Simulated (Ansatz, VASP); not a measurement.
## One calculation of SbRh3, two programs

Contents of INCAR:

```
PREC = Accurate
ENCUT = 520
EDIFF = 1E-6
ISMEAR = -1
SIGMA = 0.2
LREAL = F
LASPH = T
NELM = 60
ALGO = Normal
ISIF = 2
LWAVE = F
LCHARG = F
GGA = CA
NBANDS = 33
```

Contents of KPOINTS:

```
Automatic mesh
0
Gamma
  6 6 6
```

Contents of POSCAR:

```
SbRh3
1.0
    3.9548681125      0.0000000000      0.0000000000
    0.0000000000      3.9548681125      0.0000000000
    0.0000000000      0.0000000000      3.9548681125
Sb Rh
1 3
Direct
    0.0000000000      0.0000000000      0.0000000000
    0.5000000000      0.5000000000      0.0000000000
    0.5000000000      0.0000000000      0.5000000000
    0.0000000000      0.5000000000      0.5000000000
```

Input for Ansatz:

```yaml
crystal:
  lattice:
    - [3.9548681124549585, 0.0, 0.0]
    - [0.0, 3.9548681124549585, 0.0]
    - [0.0, 0.0, 3.9548681124549585]
  atoms:
    - { symbol: Sb, position: [0.0, 0.0, 0.0] }
    - { symbol: Rh, position: [0.5, 0.5, 0.0] }
    - { symbol: Rh, position: [0.5, 0.0, 0.5] }
    - { symbol: Rh, position: [0.0, 0.5, 0.5] }
basis:
  ecutwfc: 530.0
  ecutrho_ratio: 6
kpoints:
  mp_grid:
    grid: [6, 6, 6]
hamiltonian:
  xc: lda
scf:
  n_extra_bands: 12
  occupations:
    method: fermi_dirac
    width: 0.2
output:
  stress: true
```

Alike in both runs: task single point; functional LDA; k mesh 6 × 6 × 6; occupations fermi-dirac, width 0.2 eV; no spin polarisation.

```csv
,VASP,Ansatz
version,VASP 6.6.1,Ansatz 0.2.0
potentials or method,"VASP PAW LDA potentials, release 64 (Sb, Rh_pv), cutoff 520 eV","plane waves, PAW"
valence electrons in the cell,50,66
```

|  | VASP | Ansatz | Ansatz less VASP |
| --- | --- | --- | --- |
| pressure (GPa) | -11.4 | -11.9 | -0.49 |

LDA's correlation is that of Perdew and Zunger in VASP and of Perdew and Wang (1992) in Ansatz. VASP's potentials hold 50 valence electrons a cell and Ansatz's 66, so a difference there can come from the potentials and not from the codes.

Spin-orbit coupling is off throughout.
